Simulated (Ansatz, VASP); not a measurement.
## Ge in VASP and in Ansatz

```
CELL_PARAMETERS angstrom
-3.68711 0.00050 -0.00010
1.84405 -3.67436 0.00029
0.00031 -0.00082 12.77405
ATOMIC_POSITIONS crystal
Ge 0.15224 0.30471 0.20236
Ge 0.15186 0.30362 0.70231
Ge 0.34827 0.69603 0.45230
Ge 0.34763 0.69569 0.95235
Ge 0.84893 0.69773 0.29770
Ge 0.84821 0.69662 0.79764
Ge 0.65110 0.30264 0.04769
Ge 0.65176 0.30295 0.54765
```

Change from the starting cell: cell x2, atoms moved at random (sigma 0.15 Å) and cell strained at random (1.5 %), then relaxed without symmetry.

Alike in both runs: functional PBE; k mesh 6 × 6 × 2; occupations gaussian, width 0.2 eV; no spin polarisation.

Ansatz relaxed the structure, and its values are those at the end. VASP's run is a single point on that final structure, the one shown.

```csv
,VASP,Ansatz
version,VASP 6.6.1,Ansatz 0.2.0
potentials or method,"VASP PAW PBE potentials, release 64 (Ge_d), cutoff 520 eV","scalar-relativistic, plane waves, PAW"
valence electrons in the cell,112,112
```

|  | VASP | Ansatz | Ansatz less VASP |
| --- | --- | --- | --- |
| gap on the k mesh at the Fermi level (eV) | none | none | - |
| pressure (GPa) | 0.0 | 0.0 | +0.01 |
| rms of the force components (eV/Å) | 0.003 | 0.004 | +0.0008 |

A gap of «none» marks a metal or a gap that the smearing closes.
